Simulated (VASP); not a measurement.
A run of VASP 6.6.1:

Contents of INCAR:

```
PREC = Accurate
ENCUT = 520
EDIFF = 1E-7
ISMEAR = -1
SIGMA = 0.1
LREAL = False
LASPH = True
NELM = 100
ALGO = Normal
ISIF = 2
LWAVE = False
LCHARG = True
GGA = PS
LELF = True
LVHAR = True
NBANDS = 18
```

The input KPOINTS:

```
regular mesh
0
Gamma
  6 6 6
```

POSCAR

```
TiAl3
1.0
    3.8494161770      0.0000000000      0.0000000000
    0.0000000000      3.8494161770      0.0000000000
    0.0000000000      0.0000000000      3.8494161770
Ti Al
1 3
Direct
    0.0000000000      0.0000000000      0.0000000000
    0.5000000000      0.5000000000      0.0000000000
    0.0000000000      0.5000000000      0.5000000000
    0.5000000000      0.0000000000      0.5000000000
```

Potentials or basis: VASP PAW PBE potentials, release 64 (Ti_sv, Al).

The run is started by

```sh
$ cat potpaw_PBE.64/Ti_sv/POTCAR potpaw_PBE.64/Al/POTCAR > POTCAR
$ mpirun -np 1 vasp_std > vasp.out
```

Hardware: 1 thread of Intel Xeon 8259CL, with other jobs on the host.

Q: Estimate the wall time of this run.

A: Run time: 42 s on 1 thread of Intel Xeon 8259CL, on a shared host, peak memory 0.17 GiB. Counts: scf iterations 16, k points 20.
